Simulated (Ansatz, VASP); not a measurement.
## One calculation of HfC, two programs

```
Hf C
1.0
     0.00000    2.15062    2.32500
     2.32500    0.00000    2.32500
     2.32500    2.15062    0.00000
Hf C
1 1
Cartesian
  2.3250 2.1506 2.3250
  0.0000 0.0000 0.0000
```

Change from the starting cell: strain -0.0750 x Voigt [0, 1, 0, 0, 0, 0], atoms carried along.

Alike in both runs: task single point; functional PBEsol; k mesh 18 × 18 × 18; occupations gaussian, width 0.15 eV; no spin polarisation.

|  | VASP | Ansatz |
| --- | --- | --- |
| version | VASP 6.6.1 | Ansatz 0.2.0 |
| potentials or method | VASP PAW PBE potentials, release 64 (Hf_pv, C), cutoff 520 eV | scalar-relativistic, plane waves, PAW |
| valence electrons in the cell | 14 | 30 |

|  | VASP | Ansatz | Ansatz less VASP |
| --- | --- | --- | --- |
| gap on the k mesh at the Fermi level (eV) | none | none | - |
| pressure (GPa) | 17.0 | 16.8 | -0.15 |
| traceless stress, the component that is largest in VASP (GPa) | 31.44 | 30.76 | -0.679 |

VASP's potentials were made for PBE, not for PBEsol. A gap of «none» marks a metal or a gap that the smearing closes. VASP's potentials hold 14 valence electrons a cell and Ansatz's 30, so a difference there can come from the potentials and not from the codes.

Neither program's run includes spin-orbit coupling.
